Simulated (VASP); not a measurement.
Here is a VASP 6.6.1 calculation.

INCAR

```
PREC     = Accurate       # precision mode
ENCUT    = 500            # plane-wave cutoff, eV
EDIFF    = 1E-7           # SCF threshold, eV
ISMEAR   = 0              # smearing method
SIGMA    = 0.1            # smearing width, eV
LREAL    = F              # projectors in reciprocal space
LASPH    = T              # aspherical terms in the spheres
NELM     = 120            # most SCF steps
ALGO     = Normal         # electronic algorithm
ISIF     = 3              # what is computed and relaxed
LWAVE    = F              # write WAVECAR
LCHARG   = F              # write CHGCAR
GGA      = PE             # functional
IBRION   = 2              # ionic algorithm
NSW      = 80             # ionic steps
EDIFFG   = -0.05          # ionic threshold
PSTRESS  = 1600.0       
GGA_COMPAT= F            
NELMIN   = 4
```

KPOINTS

```
Automatic mesh
0
Gamma
  12 12 12
```

Contents of POSCAR:

```
S
1.0
    1.6385000000      0.9459884161      0.8613333333
   -1.6385000000      0.9459884161      0.8613333333
    0.0000000000     -1.8919768321      0.8613333333
S
1
Direct
    0.0000000000      0.0000000000      0.0000000000
```

Potentials or basis: VASP PAW PBE potentials, release 64 (S).

Command:

```console
$ cat potpaw_PBE.64/S/POTCAR > POTCAR
$ mpirun -np 1 vasp_std > vasp.out
```

(1) Estimate the relaxed volume.

(2) What does it give for the band gap on the k mesh?

(3) Estimate the space group after relaxing (to 0.1 Å).

(4) Estimate the relaxed cell.

Answers

(1) 8.78 Å³/atom.

(2) zero (bands 3 and 4 overlap by 13.89 eV).

(3) R-3m (No. 166).

(4) a = 2.141 Å, b = 2.141 Å, c = 2.141 Å, α = 103.84°, β = 103.84°, γ = 103.84°.

Caveat: the cell is relaxed towards a set pressure, so the run minimises the enthalpy, not the energy.
